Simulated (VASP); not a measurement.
# Ag2O (Pn-3m) in VASP: a series of runs, part 2 of 2

VASP 6.6.1.

## Step 3: Relaxation of cell and atoms, PBE

This run uses another cell than the first one, of 17.50 Å³/atom, 0.943 times its volume.

File INCAR:

```
SYSTEM = Ag2O
PREC     = Accurate       ! precision mode
ENCUT    = 600            ! plane-wave cutoff, eV
EDIFF    = 1E-7           ! SCF threshold, eV
ISMEAR   = 0              ! smearing method
SIGMA    = 0.1            ! smearing width, eV
LREAL    = .FALSE.        ! projectors in reciprocal space
LASPH    = .TRUE.         ! aspherical terms in the spheres
NELM     = 120            ! most SCF steps
ALGO     = Normal         ! electronic algorithm
ISIF     = 3              ! what is computed and relaxed
LWAVE    = .FALSE.        ! write WAVECAR
LCHARG   = .FALSE.        ! write CHGCAR
GGA      = PE             ! functional
IBRION   = 2              ! ionic algorithm
NSW      = 100            ! ionic steps
EDIFFG   = -0.005         ! ionic threshold
GGA_COMPAT= .FALSE.      
NELMIN   = 4
```

File KPOINTS:

```
Automatic mesh
0
G
  8 8 8
  0 0 0
```

File POSCAR:

```
Ag2O
1.0
    4.7180000000      0.0000000000      0.0000000000
    0.0000000000      4.7180000000      0.0000000000
    0.0000000000      0.0000000000      4.7180000000
Ag O
4 2
Direct
    0.2500000000      0.2500000000      0.2500000000
    0.2500000000      0.7500000000      0.7500000000
    0.7500000000      0.7500000000      0.2500000000
    0.7500000000      0.2500000000      0.7500000000
    0.0000000000      0.0000000000      0.0000000000
    0.5000000000      0.5000000000      0.5000000000
```

Potentials or basis: VASP PAW PBE potentials, release 64 (Ag, O).

Started as:

```
cat potpaw_PBE.64/Ag/POTCAR potpaw_PBE.64/O/POTCAR > POTCAR
mpirun -np 1 vasp_std > vasp.out
```

OUTCAR:

```text
SYSTEM = Ag2O
   PREC = Accurate
   ENCUT = 600
   EDIFF = 1E-7
   ISMEAR = 0
   LREAL = .FALSE.
   LASPH = .TRUE.
   NELM = 120
   ISIF = 3
   GGA = PE
   IBRION = 2
   NSW = 100
   EDIFFG = -0.005
   NELMIN = 4

 ion  position               nearest neighbor table
   1  0.250  0.250  0.250-   5 2.04   6 2.04   4 3.34   2 3.34   3 3.34   2 3.34   4 3.34   2 3.34
                             3 3.34   2 3.34   3 3.34   4 3.34   4 3.34   3 3.34
   2  0.250  0.750  0.750-   5 2.04   6 2.04   4 3.34   1 3.34   3 3.34   1 3.34   3 3.34   1 3.34
                             4 3.34   1 3.34   3 3.34   4 3.34   3 3.34   4 3.34
   3  0.750  0.750  0.250-   5 2.04   6 2.04   4 3.34   1 3.34   2 3.34   2 3.34   4 3.34   1 3.34
                             4 3.34   4 3.34   1 3.34   2 3.34   2 3.34   1 3.34
   4  0.750  0.250  0.750-   5 2.04   6 2.04   3 3.34   1 3.34   2 3.34   1 3.34   3 3.34   2 3.34
                             3 3.34   3 3.34   1 3.34   2 3.34   1 3.34   2 3.34
   5  0.000  0.000  0.000-   1 2.04   2 2.04   3 2.04   4 2.04
   6  0.500  0.500  0.500-   1 2.04   2 2.04   3 2.04   4 2.04

  LATTYP: Found a simple cubic cell.
 ALAT       =     4.7180000000

  Lattice vectors:

 A1 = (   4.7180000000,   0.0000000000,   0.0000000000)
 A2 = (   0.0000000000,   4.7180000000,   0.0000000000)
 A3 = (   0.0000000000,   0.0000000000,   4.7180000000)

Analysis of symmetry for initial positions (statically):
=====================================================================
 Subroutine PRICEL returns:
 Original cell was already a primitive cell.

 Routine SETGRP: Setting up the symmetry group for a
 simple cubic supercell.

[... 169 lines left out ...]

 number of electron      56.0000025 magnetization

 Free energy of the ion-electron system (eV)
  ---------------------------------------------------
  ext. energy  EPLUGINS =         0.00000000
  ---------------------------------------------------
  free energy    TOTEN  =       -21.37171078 eV

  energy without entropy =      -21.37105966  energy(sigma->0) =      -21.37138522

 E-fermi :   4.7909     XC(G=0): -10.5407

 val. band max:        4.7464425150   @ k =   0.0000   0.0000   0.0000
 cond. band min:       4.9353867822   @ k =   0.1250   0.0000   0.0000
 fundamental gap:      0.1889442672
 Fermi energy:         4.7908787654

 k-point     1 :       0.0000    0.0000    0.0000
  band No.  band energies     occupation
      1     -14.2138      2.00000
      2     -13.5205      2.00000
      3      -2.1922      2.00000
      4      -2.1922      2.00000
      5      -2.1922      2.00000
      6       0.0471      2.00000
[... 934 lines left out ...]
--------------------------------------- Ionic step        3  -------------------------------------------

 number of electron      55.9999978 magnetization

 Free energy of the ion-electron system (eV)
  ---------------------------------------------------
  ext. energy  EPLUGINS =         0.00000000
  ---------------------------------------------------
  free energy    TOTEN  =       -21.45659507 eV

  energy without entropy =      -21.45544467  energy(sigma->0) =      -21.45601987

 E-fermi :   4.0739     XC(G=0): -10.2256

 val. band max:        4.0115545619   @ k =   0.0000   0.0000   0.0000
 cond. band min:       4.1614042872   @ k =   0.1250   0.0000   0.0000
 fundamental gap:      0.1498497253
 Fermi energy:         4.0738718408

 k-point     1 :       0.0000    0.0000    0.0000
  band No.  band energies     occupation
      1     -14.4059      2.00000
      2     -13.8204      2.00000
      3      -2.3495      2.00000
      4      -2.3495      2.00000
      5      -2.3495      2.00000
      6      -0.2590      2.00000
[... 888 lines left out ...]
  FREE ENERGIE OF THE ION-ELECTRON SYSTEM (eV)
  ---------------------------------------------------
  free  energy   TOTEN  =       -21.4565950730 eV

  energy  without entropy=      -21.4554446685  energy(sigma->0) =      -21.45601987

 reached required accuracy - stopping structural energy minimisation
```

OSZICAR:

```text
N       E                     dE             d eps       ncg     rms          rms(c)
DAV:   1     0.425886769909E+03    0.42589E+03   -0.31542E+04  2310   0.184E+03
DAV:   2    -0.133449739942E-01   -0.42590E+03   -0.41318E+03  2566   0.390E+02
DAV:   3    -0.251522378039E+02   -0.25139E+02   -0.24878E+02  2631   0.919E+01
[... 31 lines left out ...]
DAV:   4    -0.214568203276E+02    0.87624E-03   -0.23181E-03  2391   0.348E-01    0.327E-01
DAV:   5    -0.214565930532E+02    0.22727E-03   -0.39506E-04  2481   0.184E-01    0.223E-02
DAV:   6    -0.214565947507E+02   -0.16975E-05   -0.14488E-04  2644   0.677E-02    0.173E-02
DAV:   7    -0.214565943789E+02    0.37183E-06   -0.93418E-06  2567   0.180E-02    0.554E-03
DAV:   8    -0.214565950789E+02   -0.70001E-06   -0.14521E-06  2354   0.720E-03    0.104E-03
DAV:   9    -0.214565950730E+02    0.58562E-08   -0.37525E-08  1220   0.111E-03
   3 F= -.21456595E+02 E0= -.21456020E+02  d E =-.848843E-01
```

CONTCAR:

```text
Ag2O
   1.00000000000000
     4.8086822158380107   -0.0000000000000000   -0.0000000000000000
    -0.0000000000000000    4.8086822158380107   -0.0000000000000000
     0.0000000000000000    0.0000000000000000    4.8086822158380107
  Ag              O
     4     2
Direct
     0.2500000000000000    0.2500000000000000    0.2500000000000000
     0.2500000000000000    0.7500000000000000    0.7500000000000000
     0.7500000000000000    0.7500000000000000    0.2500000000000000
     0.7500000000000000    0.2500000000000000    0.7500000000000000
     0.0000000000000000    0.0000000000000000    0.0000000000000000
     0.5000000000000000    0.5000000000000000    0.5000000000000000

  0.00000000E+00  0.00000000E+00  0.00000000E+00
  0.00000000E+00  0.00000000E+00  0.00000000E+00
  0.00000000E+00  0.00000000E+00  0.00000000E+00
  0.00000000E+00  0.00000000E+00  0.00000000E+00
  0.00000000E+00  0.00000000E+00  0.00000000E+00
  0.00000000E+00  0.00000000E+00  0.00000000E+00
```

It took 3.8 min on 1 thread of Intel Xeon Platinum 8559C (Emerald Rapids), shared host; peak memory 0.31 GiB.

What came out:

```
Free energy                            : -21.4566 eV
Relaxed volume                         : 18.53 Å³/atom
Relaxed cell                           : a = 4.809 Å, b = 4.809 Å, c = 4.809 Å, α = 90.00°, β = 90.00°, γ = 90.00°
Space group after relaxing (to 0.05 Å) : Pn-3m (No. 224)
Energy gained by relaxing              : 14.1 meV/atom
Ionic steps                            : 3
Pressure after relaxing                : 0.0 GPa
Band gap on the k mesh                 : zero (filled and empty bands touch)
```

Step by step:
| step | energy change (eV) | largest force (eV/Å) | pressure (GPa) | volume (Å³) |
| --- | --- | --- | --- | --- |
| 1 | 0.0000 | 0.0000 | 4.67 | 105.02 |
| 2 | -0.0791 | 0.0000 | -1.05 | 112.96 |
| 3 | -0.0849 | 0.0000 | 0.01 | 111.19 |

Final structure:
```
Ag O
1.0
     4.80868    0.00000    0.00000
     0.00000    4.80868    0.00000
     0.00000    0.00000    4.80868
Ag O
4 2
Direct
  0.25000 0.25000 0.25000
  0.25000 0.75000 0.75000
  0.75000 0.75000 0.25000
  0.75000 0.25000 0.75000
  0.00000 0.00000 0.00000
  0.50000 0.50000 0.50000
```

PBE usually gives volumes a little too large and moduli too small. Zero-point motion and thermal expansion aren't in these numbers.
